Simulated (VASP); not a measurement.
# GaN (F-43m) in VASP: a series of runs

Runs on GaN. Level: PBEsol. Tasks: single point, relaxation of cell and atoms.

Program: VASP 6.6.1. These are calculated values, not measurements. Logs are shortened: lines on timing, memory, paths and dates and some standing lists are left out, and cuts for length are marked.

### 1 The cell of the first run

The structure is cubic, space group F-43m (No. 216). Conventional cell: a = 4.498 Å, b = 4.498 Å, c = 4.498 Å, α = 90.00°, β = 90.00°, γ = 90.00°. Ga (site symmetry -43m) has 4 N at 1.95 Å within 2.6 Å. N (site symmetry -43m) has 4 Ga at 1.95 Å within 2.6 Å.

### 2 Single point, PBEsol

Contents of INCAR:

```
SYSTEM = GaN
  PREC = Accurate
  ENCUT = 520
  EDIFF = 1E-6
  ISMEAR = -1
  SIGMA = 0.08
  LREAL = .False.
  LASPH = .True.
  NELM = 100
  ALGO = Normal
  ISIF = 2
  LWAVE = .False.
  LCHARG = .True.
  GGA = PS
  LELF = .True.
  LVHAR = .True.
  NBANDS = 16
```

Contents of KPOINTS:

```
Automatic mesh
0
Gamma
  12 12 12
  0 0 0
```

Contents of POSCAR:

```
GaN
1.0
    0.0000000000      2.2491336628      2.2491336628
    2.2491336628      0.0000000000      2.2491336628
    2.2491336628      2.2491336628      0.0000000000
Ga N
1 1
Direct
    0.0000000000      0.0000000000      0.0000000000
    0.2500000000      0.2500000000      0.2500000000
```

Potentials or basis: VASP PAW PBE potentials, release 64 (Ga_d, N).

On the command line:

```bash
$ cat potpaw_PBE.64/Ga_d/POTCAR potpaw_PBE.64/N/POTCAR > POTCAR
$ mpirun -np 1 vasp_std > vasp.out
```

OUTCAR:

```text
SYSTEM = GaN
   PREC = Accurate
   ENCUT = 520
   EDIFF = 1E-6
   ISMEAR = -1
   LREAL = .False.
   LASPH = .True.
   NELM = 100
   ISIF = 2
   GGA = PS

 ion  position               nearest neighbor table
   1  0.000  0.000  0.000-   2 1.95   2 1.95   2 1.95   2 1.95
   2  0.250  0.250  0.250-   1 1.95   1 1.95   1 1.95   1 1.95

  LATTYP: Found a face centered cubic cell.
 ALAT       =     4.4982673256

  Lattice vectors:

 A1 = (   0.0000000000,   2.2491336628,   2.2491336628)
 A2 = (   2.2491336628,   0.0000000000,   2.2491336628)
 A3 = (   2.2491336628,   2.2491336628,   0.0000000000)

Analysis of symmetry for initial positions (statically):
=====================================================================
 Subroutine PRICEL returns:
 Original cell was already a primitive cell.

 Routine SETGRP: Setting up the symmetry group for a
 face centered cubic supercell.

 Subroutine GETGRP returns: Found 24 space group operations
 (whereof 24 operations were pure point group operations)
 out of a pool of 48 trial point group operations.

The static configuration has the point symmetry T_d .

Analysis of symmetry for dynamics (positions and initial velocities):
=====================================================================
 Subroutine PRICEL returns:
 Original cell was already a primitive cell.

 Routine SETGRP: Setting up the symmetry group for a
 face centered cubic supercell.

 Subroutine GETGRP returns: Found 24 space group operations
 (whereof 24 operations were pure point group operations)
 out of a pool of 48 trial point group operations.

The dynamic configuration has the point symmetry T_d .

 Subroutine INISYM returns: Found 24 space group operations
 (whereof 24 operations are pure point group operations),
 and found     1 'primitive' translations

----------------------------------------------------------------------------------------

                                     Primitive cell

  volume of cell :      22.7549

  direct lattice vectors                    reciprocal lattice vectors
     0.000000000  2.249133663  2.249133663    -0.222307819  0.222307819  0.222307819
     2.249133663  0.000000000  2.249133663     0.222307819 -0.222307819  0.222307819
     2.249133663  2.249133663  0.000000000     0.222307819  0.222307819 -0.222307819

  length of vectors
     3.180755330  3.180755330  3.180755330     0.385048438  0.385048438  0.385048438

[... 73 lines left out ...]
   ICHARG =      2    charge: 1-file 2-atom 10-const
   ISPIN  =      1    spin polarized calculation?
   LNONCOLLINEAR =      F non collinear calculations
   LSORBIT =      F    spin-orbit coupling
   LASPH  =      T    aspherical Exc in radial PAW
   ENCUT  =  520.0 eV  38.22 Ry    6.18 a.u.   5.91  5.91  5.91*2*pi/ulx,y,z
   NELM   =    100;   NELMIN=  2; NELMDL= -5     # of ELM steps
   EDIFF  = 0.1E-05   stopping-criterion for ELM
   LREAL  =      F    real-space projection
   EDIFFG = 0.1E-04   stopping-criterion for IOM
   NSW    =      0    number of steps for IOM
   IBRION =     -1    ionic relax: 0-MD 1-quasi-New 2-CG
   NFREE  =      0    steps in history (QN), initial steepest desc. (CG)
   ISIF   =      2    stress and relaxation
   ISYM   =      2    0-nonsym 1-usesym 2-fastsym
   POTIM  = 0.5000    time-step for ionic-motion
   TEBEG  =    0.0;   TEEND  =   0.0 temperature during run
   PSTRESS=    0.0 pullay stress
   NELECT =      18.0000    total number of electrons
   NUPDOWN=      -1.0000    fix difference up-down
   EMIN   =  10.00;   EMAX   =-10.00  energy-range for DOS
   EFERMI =   0.00;   METHOD = LEGACY
   ISMEAR =    -1;   SIGMA  =   0.08  broadening in eV -4-tet -1-fermi 0-gaus
   EFERMI_NEDOS =   21; number of points for ismear=-14 and -15
   IALGO  =     38    algorithm
   IMIX   =      4    mixing-type and parameters
     AMIX     =   0.40;   BMIX     =  1.00
     AMIX_MAG =   1.60;   BMIX_MAG =  1.00
  volume/ion in A,a.u.               =      11.38        76.78
  Fermi-wavevector in a.u.,A,eV,Ry     =   1.514051  2.861141 31.189306  2.292349
  Thomas-Fermi vector in A             =   2.623760
   LORBIT       =      0    0 simple, 1 ext, 2 COOP (PROOUT), +10 PAW based schemes
   GGA     = PS    functional components
   LHFCALC =     F    Hartree Fock is set to
   AEXX    =    0.0000 exact exchange contribution
   IVDW    =     0    specifies the selected vdW correction
   LEPSILON=     F    determine dielectric tensor
   LRPA    =     F    only Hartree local field effects (RPA)
 non-spin polarized calculation
  energy-cutoff  :      520.00
  volume of cell :       22.75
 maximum number of plane-waves:       625
   NGX = 11   NGY = 11   NGZ = 11

 number of electron      18.0000008 magnetization

 Free energy of the ion-electron system (eV)
  ---------------------------------------------------
  ext. energy  EPLUGINS =         0.00000000
  ---------------------------------------------------
  free energy    TOTEN  =       -13.12257658 eV

  energy without entropy =      -13.12257638  energy(sigma->0) =      -13.12257648

 E-fermi :   6.1837     XC(G=0): -11.9332

 val. band max:        5.2127841202   @ k =   0.0000   0.0000   0.0000
 cond. band min:       6.9330502140   @ k =   0.0000   0.0000   0.0000
 fundamental gap:      1.7202660938
 Fermi energy:         6.1836516564

 k-point     1 :       0.0000    0.0000    0.0000
  band No.  band energies     occupation
      1     -10.7694      2.00000
      2      -8.1953      2.00000
      3      -8.1953      2.00000
      4      -8.1953      2.00000
      5      -7.8643      2.00000
      6      -7.8643      2.00000
[... 433 lines left out ...]
      3      -8.0513      2.00000
      4      -7.8634      2.00000
      5      -7.8313      2.00000
      6      -6.4448      2.00000
[... 8 lines left out ...]
     15      23.9616      0.00000
     16      24.6769      0.00000

 [... further k-points ...]
[... 5 lines left out ...]
  --------------------------------------------------------------------------------------
  -------------------------------------------------------------------------------------
  Total       -0.0327171     -0.0327171     -0.0327171     -0.0000000      0.0000000      0.0000000
  in kB       -2.3036112     -2.3036112     -2.3036112     -0.0000000      0.0000000      0.0000000
  external PRESSURE =      -2.3036112 kB  Pullay stress =       0.0000000 kB

 VOLUME and BASIS-vectors are now :
 -----------------------------------------------------------------------------
  energy-cutoff  :      520.00
  volume of cell :       22.75
      direct lattice vectors                 reciprocal lattice vectors
     0.000000000  2.249133663  2.249133663    -0.222307819  0.222307819  0.222307819
     2.249133663  0.000000000  2.249133663     0.222307819 -0.222307819  0.222307819
     2.249133663  2.249133663  0.000000000     0.222307819  0.222307819 -0.222307819

 POSITION                                       TOTAL-FORCE (eV/Angst)
 -----------------------------------------------------------------------------------
      0.00000      0.00000      0.00000         0.000000     -0.000000     -0.000000
      1.12457      1.12457      1.12457         0.000000      0.000000      0.000000
 -----------------------------------------------------------------------------------
    total drift:                                0.000001      0.000001      0.000001

  FREE ENERGIE OF THE ION-ELECTRON SYSTEM (eV)
  ---------------------------------------------------
  free  energy   TOTEN  =       -13.1225765800 eV

  energy  without entropy=      -13.1225763836  energy(sigma->0) =      -13.12257648
```

OSZICAR:

```text
N       E                     dE             d eps       ncg     rms          rms(c)
DAV:   1     0.757449270039E+02    0.75745E+02   -0.93155E+03  2648   0.202E+03
DAV:   2    -0.952776218972E+01   -0.85273E+02   -0.79552E+02  2632   0.320E+02
DAV:   3    -0.148789602028E+02   -0.53512E+01   -0.53324E+01  2688   0.682E+01
DAV:   4    -0.149382792393E+02   -0.59319E-01   -0.59311E-01  2992   0.759E+00
DAV:   5    -0.149390167062E+02   -0.73747E-03   -0.73746E-03  2712   0.758E-01    0.722E+00
DAV:   6    -0.131534960042E+02    0.17855E+01   -0.42434E+00  3488   0.394E+01    0.265E+00
DAV:   7    -0.131424422201E+02    0.11054E-01   -0.27176E-01  2488   0.573E+00    0.171E+00
DAV:   8    -0.131259107763E+02    0.16531E-01   -0.52827E-02  2864   0.259E+00    0.710E-01
DAV:   9    -0.131224805420E+02    0.34302E-02   -0.11628E-02  3440   0.227E+00    0.177E-01
DAV:  10    -0.131226177512E+02   -0.13721E-03   -0.11750E-03  2784   0.453E-01    0.917E-02
DAV:  11    -0.131225748108E+02    0.42940E-04   -0.13505E-04  3504   0.181E-01    0.453E-03
DAV:  12    -0.131225766372E+02   -0.18263E-05   -0.13063E-05  2648   0.381E-02    0.341E-03
DAV:  13    -0.131225765800E+02    0.57144E-07   -0.29831E-07  1648   0.102E-02
   1 F= -.13122577E+02 E0= -.13122576E+02  d E =-.196473E-06
```

It took 10 s on 1 thread of Intel Xeon 6975P-C (Granite Rapids), shared host; peak memory 0.14 GiB.

Results:

* Free energy: -13.1226 eV
* Pressure: -0.2 GPa
* Band gap on the k mesh: 1.72 eV, direct

Caveat: the PAW data sets were made with another functional, which shifts forces and pressure a little.

### 3 Relaxation of cell and atoms, PBEsol

This run uses another cell than the first one, of 11.44 Å³/atom, 1.006 times its volume.

Contents of INCAR:

```
SYSTEM = GaN
  PREC = Accurate
  ENCUT = 600
  EDIFF = 1E-6
  ISMEAR = -1
  SIGMA = 0.08
  LREAL = .False.
  LASPH = .True.
  NELM = 60
  ALGO = Normal
  ISIF = 3
  LWAVE = .False.
  LCHARG = .False.
  GGA = PS
  IBRION = 2
  NSW = 100
  EDIFFG = -0.002
```

Contents of KPOINTS:

```
regular mesh
0
Gamma
  12 12 12
  0 0 0
```

Contents of POSCAR:

```
GaN
1.0
    0.0000000000      2.2535006075      2.2535006075
    2.2535006075      0.0000000000      2.2535006075
    2.2535006075      2.2535006075      0.0000000000
Ga N
1 1
Direct
    0.0000000000      0.0000000000      0.0000000000
    0.2500000000      0.2500000000      0.2500000000
```

Potentials or basis: VASP PAW PBE potentials, release 64 (Ga_d, N).

On the command line:

```bash
$ cat potpaw_PBE.64/Ga_d/POTCAR potpaw_PBE.64/N/POTCAR > POTCAR
$ mpirun -np 1 vasp_std > vasp.out
```

Wall time 72 s (1 thread of Intel Xeon 6975P-C (Granite Rapids), shared host); peak memory 0.18 GiB.

It converged, with:

```yaml
Free_energy: -13.1246 eV
Relaxed_volume: 11.35 Å³/atom
Relaxed_cell: a = 3.178 Å, b = 3.178 Å, c = 3.178 Å, α = 60.00°, β = 60.00°, γ = 60.00°
Space_group_after_relaxing_to_0.05_Å: F-43m (No. 216)
Energy_gained_by_relaxing: 0.4 meV/atom
Ionic_steps: 14
Pressure_after_relaxing: 0.0 GPa
Band_gap_on_the_k_mesh: 1.73 eV, direct
```

The path:
```
step  energy change (eV)  largest force (eV/Å)  pressure (GPa)  volume (Å³)
   1              0.0000                0.0000           -1.51        22.89
   2             -0.0001                0.0000            1.75        22.53
   3             -0.0008                0.0000           -0.15        22.70
   4             -0.0008                0.0000            0.18        22.69
   5             -0.0008                0.0000            0.08        22.69
   6             -0.0008                0.0000           -0.06        22.71
   7             -0.0008                0.0000            0.03        22.70
   8             -0.0008                0.0000           -0.10        22.71
   9             -0.0008                0.0000           -0.05        22.70
  10             -0.0008                0.0000            0.03        22.70
  11             -0.0008                0.0000           -0.10        22.71
  12             -0.0008                0.0000           -0.05        22.71
  13             -0.0008                0.0000            0.03        22.70
  14             -0.0008                0.0000            0.02        22.70
```

Final structure:
```yaml
crystal:
  lattice:
    - [0.00000, 2.24748, 2.24748]
    - [2.24748, 0.00000, 2.24748]
    - [2.24748, 2.24748, 0.00000]
  atoms:
    - { symbol: Ga, position: [0.00000, 0.00000, 0.00000] }
    - { symbol: N, position: [0.25000, 0.25000, 0.25000] }
```

Levels at points of the mesh, in eV from the valence-band top:
| k point | band 6 | band 7 | band 8 | band 9 | band 10 | band 11 | band 12 | band 13 |
| --- | --- | --- | --- | --- | --- | --- | --- | --- |
| (0.00, 0.00, 0.00) | -13.08 | 0.00 | 0.00 | 0.00 | 1.73 | 10.25 | 10.25 | 10.25 |
| (0.50, 0.00, 0.00) | -11.83 | -7.17 | -0.99 | -0.99 | 4.62 | 8.67 | 10.31 | 10.31 |
| (0.50, 0.50, 0.00) | -11.40 | -6.21 | -2.76 | -2.76 | 3.23 | 6.61 | 11.63 | 13.96 |

Caveat: the PAW data sets were made with another functional, which shifts forces and pressure a little. PBEsol gaps usually lie below the measured ones, often by a third to a half.
